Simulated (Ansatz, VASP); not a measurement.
**One calculation of Ag, two programs**

```
Ag
1.0
     0.00000    2.03813    2.03813
     2.03813    0.00000    2.03813
     2.03813    2.03813    0.00000
Ag
1
Direct
  0.00000 0.00000 0.00000
```

Alike in both runs: functional r2SCAN; dispersion rVV10; k mesh 18 × 18 × 18; occupations gaussian, width 0.1 eV; no spin polarisation.

Ansatz relaxed the structure, and its values are those at the end. VASP's run is a single point on that final structure, the one shown.

```csv
,VASP,Ansatz
version,VASP 6.6.1,Ansatz 0.2.0
potentials or method,"VASP PAW PBE potentials, release 64 (Ag), cutoff 550 eV","scalar-relativistic, plane waves, PAW"
valence electrons in the cell,11,19
```

|  | VASP | Ansatz | Ansatz less VASP |
| --- | --- | --- | --- |
| gap on the k mesh at the Fermi level (eV) | none | none | - |
| pressure (GPa) | 0.5 | 0.0 | -0.47 |

VASP's potentials were made for PBE, not for r2SCAN. A gap of «none» marks a metal or a gap that the smearing closes. VASP's potentials hold 11 valence electrons a cell and Ansatz's 19, so a difference there can come from the potentials and not from the codes.
